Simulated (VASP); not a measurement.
P: single point with PBE

System: P, a slab with vacuum.

```
CELL_PARAMETERS angstrom
3.32147 0.00000 0.00000
0.00000 35.12572 0.00000
0.00000 0.00000 4.49592
ATOMIC_POSITIONS crystal
P 0.00000 0.96979 0.58475
P 0.00000 0.03021 0.41525
P 0.50000 0.03021 0.08475
P 0.50000 0.96979 0.91525
```

This cell differs from its parent crystal: uniaxial strain along c: -3.0 %, then relaxed in part.

```json
{
 "Program": "VASP 6.6.1",
 "Task": "single point",
 "Functional": "PBE",
 "Potentials or basis": "VASP PAW PBE potentials, release 64 (P)",
 "Cutoff": "520 eV",
 "k mesh": "8 × 1 × 6",
 "Occupations": "gaussian, width 0.02 eV",
 "Spin": "no spin polarisation"
}
```

```yaml
Largest_force: 0.051 eV/Å
Band_gap_on_the_k_mesh: 0.82 eV
```

Forces in eV/Å, atoms in the order of the input:
```
P    0.000  0.038  0.034
P    0.000 -0.038 -0.034
P    0.000 -0.038  0.034
P    0.000  0.038 -0.034
```

Levels at points of the mesh, in eV from the valence-band top:
```
           k point  band 6  band 7  band 8  band 9  band 10  band 11  band 12  band 13  band 14  band 15
(0.00, 0.00, 0.00)   -4.56   -3.46   -1.81   -1.76     0.00     0.82     1.53     2.62     3.35     4.39
(0.50, 0.00, 0.00)   -4.80   -2.71   -2.71   -2.00    -2.00     1.31     1.31     2.05     2.05     3.59
(0.00, 0.00, 0.50)   -3.01   -2.60   -2.60   -1.11    -1.11     2.02     2.02     3.48     3.48     3.61
(0.50, 0.00, 0.50)   -4.93   -4.75   -4.75   -1.25    -1.25     2.41     2.41     4.15     4.15     5.59
```

It took 3.9 min on 1 thread of Intel(R) Xeon(R) Platinum 8488C (Sapphire Rapids), on a shared host, peak memory 0.63 GiB.

Caveat: the cell differs from its parent crystal (uniaxial strain along c: -3.0 %, then relaxed in part); there is no dipole correction, which matters where the two faces differ.
